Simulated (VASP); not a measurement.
# LiF (I4/mmm) in VASP: further runs

LiF is run at these levels: r2SCAN; tasks: single point.

Program: VASP 6.6.1. These are calculated values, not measurements. Logs are shortened: lines on timing, memory, paths and dates and some standing lists are left out, and cuts for length are marked.

### Step 1. The cell of the first run

It takes space group I4/mmm (No. 139, tetragonal). The conventional cell has a = 2.807 Å, b = 2.807 Å, c = 4.004 Å, α = 90.00°, β = 90.00°, γ = 90.00°. Within 2.6 Å of Li (site symmetry 4/mmm) lie 6 F at 1.98 to 2.00 Å. Within 2.6 Å of F (site symmetry 4/mmm) lie 6 Li at 1.98 to 2.00 Å.

### Step 2. Single point, r2SCAN (in-plane strain -0.005, then relaxed in part)

File POSCAR:

```
LiF
1.0
    1.9849237416      1.9849237416      0.0000000000
   -1.9849237416      1.9849237416      0.0000000000
    0.0000000000      1.9849237416      2.0020505577
Li F
1 1
Direct
    0.0000000000      0.0000000000      0.0000000000
    0.5000000000      0.5000000000      0.0000000000
```

File INCAR.step1:

```
PREC = Accurate
ENCUT = 520
ISMEAR = 0
SIGMA = 0.01
LREAL = False
LASPH = True
NELM = 60
NBANDS = 12
GGA = PE
ALGO = Normal
EDIFF = 1E-4
LWAVE = True
LCHARG = False
```

File INCAR.step2:

```
PREC = Accurate
ENCUT = 520
EDIFF = 1E-6
ISMEAR = 0
SIGMA = 0.01
LREAL = False
LASPH = True
NELM = 60
ALGO = Normal
ISIF = 2
LWAVE = False
LCHARG = False
METAGGA = R2SCAN
LMIXTAU = True
NBANDS = 12
ISTART = 1
```

File KPOINTS:

```
regular mesh
0
Gamma
  10 10 10
```

Potentials or basis: VASP PAW PBE potentials, release 64 (Li_sv, F).

Started as:

```console
cat potpaw_PBE.64/Li_sv/POTCAR potpaw_PBE.64/F/POTCAR > POTCAR
cp INCAR.step1 INCAR
mpirun -np 1 vasp_std > vasp.out
cp INCAR.step2 INCAR
mpirun -np 1 vasp_std > vasp.out
```

OUTCAR:

```text
PREC = Accurate
   ENCUT = 520
   EDIFF = 1E-6
   ISMEAR = 0
   LREAL = False
   LASPH = True
   NELM = 60
   ISIF = 2
   METAGGA = R2SCAN
   ISTART = 1

 ion  position               nearest neighbor table
   1  0.000  0.000  0.000-   2 1.98   2 1.98   2 1.98   2 1.98   2 2.00   2 2.00
   2  0.500  0.500  0.000-   1 1.98   1 1.98   1 1.98   1 1.98   1 2.00   1 2.00

  LATTYP: Found a body centered tetragonal cell.
 ALAT       =     2.8071060756
 C/A-ratio  =     1.4264160340

  Lattice vectors:

 A1 = (   1.9849237416,   0.0000000000,  -2.0020505577)
 A2 = (  -1.9849237416,   0.0000000000,  -2.0020505577)
 A3 = (   0.0000000000,   1.9849237416,   2.0020505577)

Analysis of symmetry for initial positions (statically):
=====================================================================
 Subroutine PRICEL returns:
 Original cell was already a primitive cell.

 Routine SETGRP: Setting up the symmetry group for a
 body centered tetragonal supercell.

 Subroutine GETGRP returns: Found 16 space group operations
 (whereof 16 operations were pure point group operations)
 out of a pool of 16 trial point group operations.

The static configuration has the point symmetry D_4h.

Analysis of symmetry for dynamics (positions and initial velocities):
=====================================================================
 Subroutine PRICEL returns:
 Original cell was already a primitive cell.

 Routine SETGRP: Setting up the symmetry group for a
 body centered tetragonal supercell.

 Subroutine GETGRP returns: Found 16 space group operations
 (whereof 16 operations were pure point group operations)
 out of a pool of 16 trial point group operations.

The dynamic configuration has the point symmetry D_4h.

 Subroutine INISYM returns: Found 16 space group operations
 (whereof 16 operations are pure point group operations),
 and found     1 'primitive' translations

----------------------------------------------------------------------------------------

                                     Primitive cell

  volume of cell :      15.7758

  direct lattice vectors                    reciprocal lattice vectors
     1.984923742  1.984923742  0.000000000     0.251898846  0.251898846 -0.249743943
    -1.984923742  1.984923742  0.000000000    -0.251898846  0.251898846 -0.249743943
     0.000000000  1.984923742  2.002050558     0.000000000  0.000000000  0.499487886

  length of vectors
     2.807106076  2.807106076  2.819242575     0.435061024  0.435061024  0.499487886

  position of ions in fractional coordinates (direct lattice)
[... 85 lines left out ...]
   ISIF   =      2    stress and relaxation
   ISYM   =      2    0-nonsym 1-usesym 2-fastsym
   POTIM  = 0.5000    time-step for ionic-motion
   TEBEG  =    0.0;   TEEND  =   0.0 temperature during run
   PSTRESS=    0.0 pullay stress
   NELECT =      10.0000    total number of electrons
   NUPDOWN=      -1.0000    fix difference up-down
   EMIN   =  10.00;   EMAX   =-10.00  energy-range for DOS
   EFERMI =   0.00;   METHOD = LEGACY
   ISMEAR =     0;   SIGMA  =   0.01  broadening in eV -4-tet -1-fermi 0-gaus
   EFERMI_NEDOS =   21; number of points for ismear=-14 and -15
   IALGO  =     38    algorithm
   IMIX   =      4    mixing-type and parameters
     AMIX     =   0.40;   BMIX     =  1.00
     AMIX_MAG =   1.60;   BMIX_MAG =  1.00
  volume/ion in A,a.u.               =       7.89        53.23
  Fermi-wavevector in a.u.,A,eV,Ry     =   1.406298  2.657517 26.907878  1.977673
  Thomas-Fermi vector in A             =   2.528672
   LORBIT       =      0    0 simple, 1 ext, 2 COOP (PROOUT), +10 PAW based schemes
   METAGGA = R2SCAN    functional components
   LHFCALC =     F    Hartree Fock is set to
   AEXX    =    0.0000 exact exchange contribution
   IVDW    =     0    specifies the selected vdW correction
   LEPSILON=     F    determine dielectric tensor
   LRPA    =     F    only Hartree local field effects (RPA)
 non-spin polarized calculation
 Gauss-broadening in eV      SIGMA  =   0.01
  energy-cutoff  :      520.00
  volume of cell :       15.78
 maximum number of plane-waves:       444
 NGX is ok and might be reduce to    24
   NGX = 11   NGY = 11   NGZ = 11

 number of electron       9.9999998 magnetization

 Free energy of the ion-electron system (eV)
  ---------------------------------------------------
  ext. energy  EPLUGINS =         0.00000000
  ---------------------------------------------------
  free energy    TOTEN  =       -11.90283911 eV

  energy without entropy =      -11.90283911  energy(sigma->0) =      -11.90283911

 E-fermi :  -1.2532     XC(G=0): -10.7324

 val. band max:       -1.4115026841   @ k =   0.0000   0.0000   0.0000
 cond. band min:       9.1891431648   @ k =   0.0000   0.0000   0.0000
 fundamental gap:     10.6006458488
 Fermi energy:        -1.2531743804

 k-point     1 :       0.0000    0.0000    0.0000
  band No.  band energies     occupation
      1     -43.4219      2.00000
      2     -22.6180      2.00000
      3      -1.4319      2.00000
      4      -1.4318      2.00000
      5      -1.4115      2.00000
      6       9.1891      0.00000
      7      24.3623      0.00000
      8      24.4349      0.00000
      9      24.4351      0.00000
     10      25.0049      0.00000
     11      25.2370      0.00000
     12      25.2374      0.00000
[... 331 lines left out ...]
 k-point    24 :       0.4000    0.3000   -0.0000
  band No.  band energies     occupation
      1     -43.3417      2.00000
      2     -21.9816      2.00000
      3      -3.8661      2.00000
      4      -3.0873      2.00000
      5      -2.0995      2.00000
      6      13.5989      0.00000
      7      15.3713      0.00000
      8      19.4796      0.00000
      9      20.0273      0.00000
     10      25.1263      0.00000
     11      33.6799      0.00000
     12      34.0518      0.00000

 [... further k-points ...]
[... 5 lines left out ...]
  --------------------------------------------------------------------------------------
  -------------------------------------------------------------------------------------
  Total        0.0138518      0.0138518     -0.0799005      0.0000000      0.0000000      0.0000000
  in kB        1.4067778      1.4067778     -8.1146035      0.0000000      0.0000000      0.0000000
  external PRESSURE =      -1.7670159 kB  Pullay stress =       0.0000000 kB

 VOLUME and BASIS-vectors are now :
 -----------------------------------------------------------------------------
  energy-cutoff  :      520.00
  volume of cell :       15.78
      direct lattice vectors                 reciprocal lattice vectors
     1.984923742  1.984923742  0.000000000     0.251898846  0.251898846 -0.249743943
    -1.984923742  1.984923742  0.000000000    -0.251898846  0.251898846 -0.249743943
     0.000000000  1.984923742  2.002050558     0.000000000  0.000000000  0.499487886

 POSITION                                       TOTAL-FORCE (eV/Angst)
 -----------------------------------------------------------------------------------
      0.00000      0.00000      0.00000        -0.000000      0.000000      0.000000
      0.00000      1.98492      0.00000         0.000000     -0.000000      0.000000
 -----------------------------------------------------------------------------------
    total drift:                                0.000000     -0.000000     -0.000000

  FREE ENERGIE OF THE ION-ELECTRON SYSTEM (eV)
  ---------------------------------------------------
  free  energy   TOTEN  =       -11.9028391105 eV

  energy  without entropy=      -11.9028391105  energy(sigma->0) =      -11.90283911
```

OUTCAR.step1:

```text
PREC = Accurate
   ENCUT = 520
   ISMEAR = 0
   LREAL = False
   LASPH = True
[... 585 lines left out ...]
      0.00000      0.00000      0.00000        -0.000000     -0.000000      0.000000
      0.00000      1.98492      0.00000         0.000000      0.000000      0.000000
 -----------------------------------------------------------------------------------
    total drift:                                0.000000     -0.000000     -0.000000

  FREE ENERGIE OF THE ION-ELECTRON SYSTEM (eV)
  ---------------------------------------------------
  free  energy   TOTEN  =        -9.6247242858 eV

  energy  without entropy=       -9.6247242858  energy(sigma->0) =       -9.62472429
```

OSZICAR.step1:

```text
N       E                     dE             d eps       ncg     rms          rms(c)
DAV:   1     0.307154944013E+02    0.30715E+02   -0.54431E+03  2560   0.849E+02
DAV:   2    -0.906737438869E+01   -0.39783E+02   -0.38873E+02  2960   0.187E+02
DAV:   3    -0.101251771417E+02   -0.10578E+01   -0.10556E+01  3164   0.262E+01
DAV:   4    -0.101354871721E+02   -0.10310E-01   -0.10310E-01  2780   0.292E+00
DAV:   5    -0.101356062276E+02   -0.11906E-03   -0.11906E-03  3168   0.231E-01    0.454E+00
DAV:   6    -0.961375110478E+01    0.52186E+00   -0.24423E+00  2720   0.980E+00    0.136E+00
DAV:   7    -0.961809547372E+01   -0.43444E-02   -0.19452E-02  3316   0.123E+00    0.853E-01
DAV:   8    -0.962470857209E+01   -0.66131E-02   -0.14437E-02  2948   0.125E+00    0.108E-01
DAV:   9    -0.962472428580E+01   -0.15714E-04   -0.92514E-04  2828   0.276E-01
   1 F= -.96247243E+01 E0= -.96247243E+01  d E =-.816468E-15
```

It took 87 s on 1 thread of Intel Xeon 8259CL, shared host; peak memory 0.14 GiB.

What came out:

```yaml
Free_energy: -11.9028 eV
Band_gap_on_the_k_mesh: 10.60 eV
```

Levels at points of the mesh, in eV from the valence-band top:
| k point | band 2 | band 3 | band 4 | band 5 | band 6 | band 7 | band 8 | band 9 |
| --- | --- | --- | --- | --- | --- | --- | --- | --- |
| (0.00, 0.00, 0.00) | -21.21 | -0.02 | -0.02 | 0.00 | 10.60 | 25.77 | 25.85 | 25.85 |
| (0.50, 0.00, 0.00) | -20.77 | -2.61 | -0.28 | -0.26 | 12.02 | 18.57 | 20.64 | 20.81 |
| (0.50, 0.50, 0.00) | -20.48 | -3.17 | -1.11 | -1.06 | 16.46 | 17.56 | 19.56 | 22.23 |
| (0.00, 0.00, 0.50) | -20.49 | -3.18 | -1.06 | -1.06 | 16.29 | 17.69 | 19.55 | 22.44 |

Caveat: the cell differs from its parent crystal (in-plane strain -0.005, then relaxed in part); the cutoff is under 1.25 times the usual one of these potentials, so pressure, stress and relaxed cells hold a basis-set (Pulay) error; the PAW data sets were made with another functional, which shifts forces and pressure a little. A k mesh can miss the band edges.

### Step 3. Single point, r2SCAN (in-plane strain -0.005)

POSCAR: that of step 2 with these lines changed.

```diff
@@ -4,3 +4,3 @@
    -1.9849237416      1.9849237416      0.0000000000
-    0.0000000000      1.9849237416      2.0020505577
+    0.0000000000      1.9849237416      2.0008829275
 Li F
```

File INCAR.step1:

```
SYSTEM = LiF
  PREC = Accurate
  ENCUT = 520
  ISMEAR = 0
  SIGMA = 0.01
  LREAL = .False.
  LASPH = .True.
  NELM = 100
  NBANDS = 12
  GGA = PE
  ALGO = Normal
  EDIFF = 1E-4
  LWAVE = .True.
  LCHARG = .False.
```

File INCAR.step2:

```
SYSTEM = LiF
  PREC = Accurate
  ENCUT = 520
  EDIFF = 1E-6
  ISMEAR = 0
  SIGMA = 0.01
  LREAL = .False.
  LASPH = .True.
  NELM = 100
  ALGO = Normal
  ISIF = 2
  LWAVE = .False.
  LCHARG = .False.
  METAGGA = R2SCAN
  LMIXTAU = .True.
  NBANDS = 12
  ISTART = 1
```

File KPOINTS:

```
regular mesh
0
Gamma
  10 10 10
  0 0 0
```

Potentials or basis: VASP PAW PBE potentials, release 64 (Li_sv, F).

Started as:

```console
cat potpaw_PBE.64/Li_sv/POTCAR potpaw_PBE.64/F/POTCAR > POTCAR
cp INCAR.step1 INCAR
mpirun -np 1 vasp_std > vasp.out
cp INCAR.step2 INCAR
mpirun -np 1 vasp_std > vasp.out
```

Wall time 89 s (1 thread of Intel Xeon 8259CL, shared host); peak memory 0.15 GiB.

Results (log left out):

```yaml
Free_energy: -11.9029 eV
Band_gap_on_the_k_mesh: 10.61 eV
```

Levels at points of the mesh, in eV from the valence-band top:
```tsv
k point	band 2	band 3	band 4	band 5	band 6	band 7	band 8	band 9
(0.00, 0.00, 0.00)	-21.21	-0.02	-0.02	0.00	10.61	25.78	25.85	25.85
(0.50, 0.00, 0.00)	-20.77	-2.61	-0.28	-0.26	12.02	18.58	20.65	20.81
(0.50, 0.50, 0.00)	-20.48	-3.17	-1.11	-1.06	16.46	17.57	19.57	22.25
(0.00, 0.00, 0.50)	-20.49	-3.18	-1.06	-1.06	16.30	17.68	19.56	22.44
```

Caveat: the cell differs from its parent crystal (in-plane strain -0.005); the cutoff is under 1.25 times the usual one of these potentials, so pressure, stress and relaxed cells hold a basis-set (Pulay) error; the PAW data sets were made with another functional, which shifts forces and pressure a little. A k mesh can miss the band edges.
